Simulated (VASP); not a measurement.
# In3GaSbN (P4/mmm) in VASP: notebook

The runs below take In3GaSbN through single point, with PBE.

Everything below comes from runs of VASP 6.6.1. Logs are shortened: lines on timing, memory, paths and dates and some standing lists are left out, and cuts for length are marked.

## Step 1: The cell of the first run

Symmetry: P4/mmm, No. 123, tetragonal system. The conventional cell has a = 5.890 Å, b = 5.890 Å, c = 4.777 Å, α = 90.00°, β = 90.00°, γ = 90.00°. Within 3.9 Å of In (site symmetry mmm) lie 2 Ga at 2.95 Å and 2 Sb at 2.95 Å and 4 In at 3.79 Å and 4 N at 3.79 Å. Within 3.2 Å of In (site symmetry 4/mmm) lie 2 Ga at 2.39 Å. Ga (site symmetry 4/mmm) has 6 In at 2.39 to 2.95 Å within 3.2 Å. Sb (site symmetry 4/mmm) has 2 N at 2.39 Å and 4 In at 2.95 Å within 3.2 Å. Within 3.2 Å of N (site symmetry 4/mmm) lie 2 Sb at 2.39 Å.

The cell was built from a structure type or drawn by symmetry, and may not be a known phase.

## Step 2: Single point, PBE

The input, INCAR:

```
  PREC = Accurate
  ENCUT = 520
  EDIFF = 1E-6
  ISMEAR = 0
  SIGMA = 0.1
  LREAL = False
  LASPH = True
  NELM = 100
  ALGO = Normal
  ISIF = 2
  LWAVE = False
  LCHARG = True
  GGA = PE
  LELF = True
  LVHAR = True
  NBANDS = 40
```

The input, KPOINTS:

```
regular mesh
0
Gamma
  4 4 4
```

The input, POSCAR:

```
In3GaSbN
1.0
    5.8902942366      0.0000000000      0.0000000000
    0.0000000000      5.8902942366      0.0000000000
    0.0000000000      0.0000000000      4.7769943873
In Ga Sb N
3 1 1 1
Direct
    0.5000000000      0.0000000000      0.5000000000
    0.0000000000      0.5000000000      0.5000000000
    0.0000000000      0.0000000000      0.0000000000
    0.0000000000      0.0000000000      0.5000000000
    0.5000000000      0.5000000000      0.5000000000
    0.5000000000      0.5000000000      0.0000000000
```

Potentials or basis: VASP PAW PBE potentials, release 64 (In_d, Ga_d, Sb, N).

Run with:

```bash
$ cat potpaw_PBE.64/In_d/POTCAR potpaw_PBE.64/Ga_d/POTCAR potpaw_PBE.64/Sb/POTCAR potpaw_PBE.64/N/POTCAR > POTCAR
$ mpirun -np 1 vasp_std > vasp.out
```

OUTCAR:

```text
PREC = Accurate
   ENCUT = 520
   EDIFF = 1E-6
   ISMEAR = 0
   LREAL = False
   LASPH = True
   NELM = 100
   ISIF = 2
   GGA = PE

 ion  position               nearest neighbor table
   1  0.500  0.000  0.500-   4 2.95   5 2.95   5 2.95   4 2.95   3 3.79   3 3.79   3 3.79   3 3.79

   2  0.000  0.500  0.500-   4 2.95   5 2.95   4 2.95   5 2.95   3 3.79   3 3.79   3 3.79   3 3.79

   3  0.000  0.000  0.000-   4 2.39   4 2.39   1 3.79   1 3.79   2 3.79   2 3.79   2 3.79   2 3.79
                             1 3.79   1 3.79
   4  0.000  0.000  0.500-   3 2.39   3 2.39   1 2.95   2 2.95   2 2.95   1 2.95
   5  0.500  0.500  0.500-   6 2.39   6 2.39   1 2.95   2 2.95   1 2.95   2 2.95
   6  0.500  0.500  0.000-   5 2.39   5 2.39

  LATTYP: Found a simple tetragonal cell.
 ALAT       =     5.8902942366
 C/A-ratio  =     0.8109941873

  Lattice vectors:

 A1 = (   5.8902942366,   0.0000000000,   0.0000000000)
 A2 = (   0.0000000000,   5.8902942366,   0.0000000000)
 A3 = (   0.0000000000,   0.0000000000,   4.7769943873)

Analysis of symmetry for initial positions (statically):
=====================================================================
 Subroutine PRICEL returns:
 Original cell was already a primitive cell.

 Routine SETGRP: Setting up the symmetry group for a
 simple tetragonal supercell.

 Subroutine GETGRP returns: Found 16 space group operations
 (whereof 16 operations were pure point group operations)
 out of a pool of 16 trial point group operations.

The static configuration has the point symmetry D_4h.

Analysis of symmetry for dynamics (positions and initial velocities):
=====================================================================
 Subroutine PRICEL returns:
 Original cell was already a primitive cell.

 Routine SETGRP: Setting up the symmetry group for a
 simple tetragonal supercell.

 Subroutine GETGRP returns: Found 16 space group operations
 (whereof 16 operations were pure point group operations)
 out of a pool of 16 trial point group operations.

The dynamic configuration has the point symmetry D_4h.

 Subroutine INISYM returns: Found 16 space group operations
 (whereof 16 operations are pure point group operations),
 and found     1 'primitive' translations

----------------------------------------------------------------------------------------

                                     Primitive cell

  volume of cell :     165.7405

  direct lattice vectors                    reciprocal lattice vectors
     5.890294237  0.000000000  0.000000000     0.169770806  0.000000000  0.000000000
     0.000000000  5.890294237  0.000000000     0.000000000  0.169770806  0.000000000
     0.000000000  0.000000000  4.776994387     0.000000000  0.000000000  0.209336650

  length of vectors
     5.890294237  5.890294237  4.776994387     0.169770806  0.169770806  0.209336650

  position of ions in fractional coordinates (direct lattice)
     0.500000000  0.000000000  0.500000000
     0.000000000  0.500000000  0.500000000
     0.000000000  0.000000000  0.000000000
     0.000000000  0.000000000  0.500000000
     0.500000000  0.500000000  0.500000000
     0.500000000  0.500000000  0.000000000

  ion indices of the primitive-cell ions
   primitive index   ion index
                 1           1
                 2           2
                 3           3
                 4           4
                 5           5
                 6           6

----------------------------------------------------------------------------------------

 KPOINTS: regular mesh

Automatic generation of k-mesh.
 Grid dimensions read from file:
 generate k-points for:    4    4    4

 Generating k-lattice:

  Cartesian coordinates                     Fractional coordinates (reciprocal lattice)
     0.042442701  0.000000000  0.000000000     0.250000000  0.000000000  0.000000000
     0.000000000  0.042442701  0.000000000     0.000000000  0.250000000  0.000000000
     0.000000000  0.000000000  0.052334162     0.000000000  0.000000000  0.250000000

  Length of vectors
     0.042442701  0.042442701  0.052334162

  Shift w.r.t. Gamma in fractional coordinates (k-lattice)
     0.000000000  0.000000000  0.000000000

 Subroutine IBZKPT returns following result:
 ===========================================

 Found     18 irreducible k-points:

 Following reciprocal coordinates:
            Coordinates               Weight
  0.000000  0.000000  0.000000      1.000000
  0.250000  0.000000  0.000000      4.000000
  0.500000  0.000000  0.000000      2.000000
  0.250000  0.250000  0.000000      4.000000
  0.500000  0.250000  0.000000      4.000000
  0.500000  0.500000  0.000000      1.000000
[... 10 lines left out ...]
  0.500000  0.250000  0.500000      4.000000
  0.500000  0.500000  0.500000      1.000000
   k-points           NKPTS =     18   k-points in BZ     NKDIM =     18   number of bands    NBANDS=     40
   number of dos      NEDOS =    301   number of ions     NIONS =      6
   total plane-waves  NPLWV =  82944
   dimension x,y,z NGX =    48 NGY =   48 NGZ =   36
   dimension x,y,z NGXF=    96 NGYF=   96 NGZF=   72
   ions per type =               3   1   1   1
   NGX,Y,Z   is equivalent  to a cutoff of  13.55, 13.55, 12.53 a.u.
   NGXF,Y,Z  is equivalent  to a cutoff of  27.09, 27.09, 25.06 a.u.
 SYSTEM =  unknown system
   PREC   = accura    normal or accurate (medium, high low for compatibility)
   ISTART =      0    job   : 0-new  1-cont  2-samecut
   ICHARG =      2    charge: 1-file 2-atom 10-const
   ISPIN  =      1    spin polarized calculation?
   LNONCOLLINEAR =      F non collinear calculations
   LSORBIT =      F    spin-orbit coupling
   LASPH  =      T    aspherical Exc in radial PAW
   ENCUT  =  520.0 eV  38.22 Ry    6.18 a.u.  10.95 10.95  8.88*2*pi/ulx,y,z
   NELM   =    100;   NELMIN=  2; NELMDL= -5     # of ELM steps
   EDIFF  = 0.1E-05   stopping-criterion for ELM
   LREAL  =      F    real-space projection
   EDIFFG = 0.1E-04   stopping-criterion for IOM
   NSW    =      0    number of steps for IOM
   IBRION =     -1    ionic relax: 0-MD 1-quasi-New 2-CG
   NFREE  =      0    steps in history (QN), initial steepest desc. (CG)
   ISIF   =      2    stress and relaxation
   ISYM   =      2    0-nonsym 1-usesym 2-fastsym
   POTIM  = 0.5000    time-step for ionic-motion
   TEBEG  =    0.0;   TEEND  =   0.0 temperature during run
   PSTRESS=    0.0 pullay stress
   NELECT =      62.0000    total number of electrons
   NUPDOWN=      -1.0000    fix difference up-down
   EMIN   =  10.00;   EMAX   =-10.00  energy-range for DOS
   EFERMI =   0.00;   METHOD = LEGACY
   ISMEAR =     0;   SIGMA  =   0.10  broadening in eV -4-tet -1-fermi 0-gaus
   EFERMI_NEDOS =   21; number of points for ismear=-14 and -15
   IALGO  =     38    algorithm
   IMIX   =      4    mixing-type and parameters
     AMIX     =   0.40;   BMIX     =  1.00
     AMIX_MAG =   1.60;   BMIX_MAG =  1.00
  volume/ion in A,a.u.               =      27.62       186.41
  Fermi-wavevector in a.u.,A,eV,Ry     =   1.179585  2.229092 18.931422  1.391420
  Thomas-Fermi vector in A             =   2.315893
   LORBIT       =      0    0 simple, 1 ext, 2 COOP (PROOUT), +10 PAW based schemes
   GGA     = PE    functional components
   LHFCALC =     F    Hartree Fock is set to
   AEXX    =    0.0000 exact exchange contribution
   IVDW    =     0    specifies the selected vdW correction
   LEPSILON=     F    determine dielectric tensor
   LRPA    =     F    only Hartree local field effects (RPA)
 non-spin polarized calculation
 Gauss-broadening in eV      SIGMA  =   0.10
  energy-cutoff  :      520.00
  volume of cell :      165.74
 maximum number of plane-waves:      4506
 NGX is ok and might be reduce to    48
   NGX = 21   NGY = 21   NGZ = 17

 number of electron      61.9999982 magnetization

 Free energy of the ion-electron system (eV)
  ---------------------------------------------------
  ext. energy  EPLUGINS =         0.00000000
  ---------------------------------------------------
  free energy    TOTEN  =       -18.15624107 eV

  energy without entropy =      -18.14220218  energy(sigma->0) =      -18.14922163

 E-fermi :   4.5759     XC(G=0):  -9.1431

 val. band max:        4.5565359597   @ k =   0.2500   0.2500   0.5000
 cond. band min:       4.6415420342   @ k =   0.5000   0.2500   0.5000
 fundamental gap:      0.0850060745
 Fermi energy:         4.5758735639

 k-point     1 :       0.0000    0.0000    0.0000
  band No.  band energies     occupation
      1     -11.3595      2.00000
      2     -10.7299      2.00000
      3     -10.7299      2.00000
      4     -10.4938      2.00000
      5     -10.3969      2.00000
      6     -10.1499      2.00000
[... 32 lines left out ...]
     39       9.1432      0.00000
     40      10.8644      0.00000

 k-point     2 :       0.2500    0.0000    0.0000
  band No.  band energies     occupation
      1     -11.3594      2.00000
      2     -10.7298      2.00000
      3     -10.7234      2.00000
      4     -10.4738      2.00000
      5     -10.3904      2.00000
      6     -10.1478      2.00000
[... 32 lines left out ...]
     39       9.9356      0.00000
     40      10.1601      0.00000

 k-point     3 :       0.5000    0.0000    0.0000
  band No.  band energies     occupation
      1     -11.3593      2.00000
      2     -10.7296      2.00000
      3     -10.7166      2.00000
      4     -10.4538      2.00000
      5     -10.3837      2.00000
      6     -10.1457      2.00000
[... 32 lines left out ...]
     39       9.3050      0.00000
     40       9.4659      0.00000

 k-point     4 :       0.2500    0.2500    0.0000
  band No.  band energies     occupation
      1     -11.3593      2.00000
      2     -10.7232      2.00000
      3     -10.7232      2.00000
      4     -10.4507      2.00000
      5     -10.3841      2.00000
      6     -10.1452      2.00000
[... 32 lines left out ...]
     39      10.0567      0.00000
     40      10.2852      0.00000
[... 514 lines left out ...]
     39      10.2879      0.00000
     40      10.7012      0.00000

 k-point    17 :       0.5000    0.2500    0.5000
  band No.  band energies     occupation
      1     -10.5394      2.00000
      2     -10.4312      2.00000
      3     -10.4193      2.00000
      4     -10.4126      2.00000
      5     -10.4098      2.00000
      6     -10.3602      2.00000
[... 32 lines left out ...]
     39       9.4982      0.00000
     40       9.9361      0.00000

 k-point    18 :       0.5000    0.5000    0.5000
  band No.  band energies     occupation
      1     -10.5324      2.00000
      2     -10.4313      2.00000
      3     -10.4125      2.00000
      4     -10.4125      2.00000
      5     -10.3815      2.00000
      6     -10.3539      2.00000
[... 32 lines left out ...]
     39       8.9049      0.00000
     40       8.9049      0.00000

------------------------ aborting loop because EDIFF is reached ----------------------------------------

  FORCE on cell =-STRESS in cart. coord.  units (eV):
  Direction    XX          YY          ZZ          XY          YZ          ZX
  --------------------------------------------------------------------------------------
  -------------------------------------------------------------------------------------
  Total        0.0889145      0.0889145     -0.0741571      0.0000000     -0.0000000      0.0000000
  in kB        0.8595169      0.8595169     -0.7168601      0.0000000     -0.0000000      0.0000000
  external PRESSURE =       0.3340579 kB  Pullay stress =       0.0000000 kB

 VOLUME and BASIS-vectors are now :
 -----------------------------------------------------------------------------
  energy-cutoff  :      520.00
  volume of cell :      165.74
      direct lattice vectors                 reciprocal lattice vectors
     5.890294237  0.000000000  0.000000000     0.169770806  0.000000000  0.000000000
     0.000000000  5.890294237  0.000000000     0.000000000  0.169770806  0.000000000
     0.000000000  0.000000000  4.776994387     0.000000000  0.000000000  0.209336650

 POSITION                                       TOTAL-FORCE (eV/Angst)
 -----------------------------------------------------------------------------------
      2.94515      0.00000      2.38850         0.000000      0.000000      0.000000
      0.00000      2.94515      2.38850         0.000000      0.000000      0.000000
      0.00000      0.00000      0.00000         0.000000      0.000000      0.000000
      0.00000      0.00000      2.38850         0.000000      0.000000      0.000000
      2.94515      2.94515      2.38850         0.000000      0.000000      0.000000
      2.94515      2.94515      0.00000         0.000000      0.000000      0.000000
 -----------------------------------------------------------------------------------
    total drift:                                0.000000      0.000000     -0.000000

  FREE ENERGIE OF THE ION-ELECTRON SYSTEM (eV)
  ---------------------------------------------------
  free  energy   TOTEN  =       -18.1562410725 eV

  energy  without entropy=      -18.1422021822  energy(sigma->0) =      -18.14922163
```

Wall time 61 s (1 thread of Intel Xeon 6975P-C (Granite Rapids), shared host); peak memory 0.34 GiB.

Results:

```yaml
Free_energy: -18.1562 eV
Pressure: 0.0 GPa
Band_gap_on_the_k_mesh: zero (bands 31 and 32 overlap by 1.19 eV)
```

Caveat: spin-orbit coupling is left out, which moves the levels of the heavy elements.

## Step 3: Single point, PBE

This run uses another cell than the first one, of 23.89 Å³/atom.

The input, INCAR:

```
PREC = Accurate
ENCUT = 520
EDIFF = 1E-6
ISMEAR = 0
SIGMA = 0.1
LREAL = False
LASPH = True
NELM = 60
ALGO = Normal
ISIF = 2
LWAVE = False
LCHARG = False
GGA = PE
NBANDS = 40
```

KPOINTS is that of step 2.

POSCAR: that of step 2 with these lines changed.

```diff
@@ -2,5 +2,5 @@
 1.0
-    5.8902942366      0.0000000000      0.0000000000
-    0.0000000000      5.8902942366      0.0000000000
-    0.0000000000      0.0000000000      4.7769943873
+    4.5793225200      0.0000000000      0.0000000000
+    0.0000000000      4.5793225200      0.0000000000
+    0.0000000000      0.0000000000      6.8358128500
 In Ga Sb N
```

Potentials or basis: VASP PAW PBE potentials, release 64 (In_d, Ga_d, Sb, N).

Run with:

```bash
$ cat potpaw_PBE.64/In_d/POTCAR potpaw_PBE.64/Ga_d/POTCAR potpaw_PBE.64/Sb/POTCAR potpaw_PBE.64/N/POTCAR > POTCAR
$ mpirun -np 1 vasp_std > vasp.out
```

Wall time 66 s (1 thread of Intel Xeon 6975P-C (Granite Rapids), shared host); peak memory 0.31 GiB.

Results (log left out):

- Free energy: -4.5303 eV
- Pressure: 42.7 GPa
- Band gap on the k mesh: zero (bands 31 and 32 overlap by 1.00 eV)

Stress tensor (GPa, compression positive):
```
67.62  0.00  0.00
 0.00 67.62  0.00
 0.00  0.00 -7.13
```

Levels at points of the mesh, in eV from the Fermi level:
```
           k point  band 28  band 29  band 30  band 31  band 32  band 33  band 34  band 35
(0.00, 0.00, 0.00)    -3.13    -0.42    -0.42    -0.28     0.00     0.00     0.66     2.92
(0.50, 0.00, 0.00)    -2.78    -2.40    -2.40    -0.10     0.40     0.68     1.97     3.83
(0.50, 0.50, 0.00)    -1.18    -1.18    -0.73     0.04     0.04     0.90     3.76     3.76
(0.00, 0.00, 0.50)    -2.66    -0.76    -0.48    -0.48     0.02     0.02     1.69     2.50
(0.50, 0.00, 0.50)    -2.76    -2.50    -0.46    -0.45    -0.14     0.66     1.98     2.08
(0.50, 0.50, 0.50)    -1.73    -1.32    -0.38     0.80     0.80     1.83     2.67     4.78
```

Caveat: the cell stands under pressure; spin-orbit coupling is left out, which moves the levels of the heavy elements.
